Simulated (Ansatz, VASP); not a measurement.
**B3As: VASP beside Ansatz**

Contents of INCAR:

```
ALGO = Normal
EDIFF = 1E-7
EDIFFG = -0.04
ENCUT = 600
GGA = PE
IBRION = 2
ISIF = 3
ISMEAR = 0
LASPH = True
LCHARG = False
LREAL = False
LWAVE = False
NELM = 100
NSW = 90
PREC = Accurate
SIGMA = 0.1
```

KPOINTS

```
k-points
0
Gamma
  4 4 4
```

The input POSCAR:

```
B3As
1.0
    3.7651446100      0.0000000000      0.0000000000
    0.0000000000      3.7651446100      0.0000000000
    0.0000000000      0.0000000000      3.7651446100
B As
3 1
Direct
    0.5000000000      0.0000000000      0.0000000000
    0.0000000000      0.5000000000      0.0000000000
    0.0000000000      0.0000000000      0.5000000000
    0.0000000000      0.0000000000      0.0000000000
```

Input for Ansatz:

```yaml
crystal:
  lattice:
    - [3.76514461, 0.0, 0.0]
    - [0.0, 3.76514461, 0.0]
    - [0.0, 0.0, 3.76514461]
  atoms:
    - { symbol: B, position: [0.5, 0.0, 0.0] }
    - { symbol: B, position: [0.0, 0.5, 0.0] }
    - { symbol: B, position: [0.0, 0.0, 0.5] }
    - { symbol: As, position: [0.0, 0.0, 0.0] }
basis:
  ecutwfc: 420
kpoints:
  mp_grid: { grid: [4, 4, 4] }
hamiltonian:
  xc: pbe
scf:
  occupations: { method: gaussian, width: 0.1 }
  lower_state_search: "off"
output:
  forces: true
  stress: true
  eigenvalues: true
relax:
  adjacent_minimum: "off"
  f_tol: 0.04
  max_steps: 70
  cell: { stress_tol: 0.4 }
```

Change from the starting cell: species swapped into the Cu3N type (Pm-3m, No. 221).

Alike in both runs: task relaxation of cell and atoms; functional PBE; k mesh 4 × 4 × 4; occupations gaussian, width 0.1 eV; no spin polarisation.

```csv
,VASP,Ansatz
version,VASP 6.6.1,Ansatz 0.2.0
potentials or method,"VASP PAW PBE potentials, release 64 (B, As), cutoff 600 eV","scalar-relativistic, plane waves, PAW"
valence electrons in the cell,14,24
```

Ansatz gave:

```
gap on the k mesh at the Fermi level, each at its own relaxed structure (eV) : none
relaxed volume (Å³/atom)                                                     : 17.75
relaxed cell length with the largest relative difference (Å)                 : 4.141
```

Question: Estimate VASP's values.

Answer: gap on the k mesh at the Fermi level, each at its own relaxed structure (eV): none; relaxed volume (Å³/atom): 17.89; relaxed cell length with the largest relative difference (Å): 4.151.

A gap of «none» marks a metal or a gap that the smearing closes. VASP's potentials hold 14 valence electrons a cell and Ansatz's 24, so a difference there can come from the potentials and not from the codes.

The k mesh is coarse, so the values compare programs but aren't converged. Noted on VASP's run: the volume moved by over 15 % at a fixed basis, so the end points are rough.
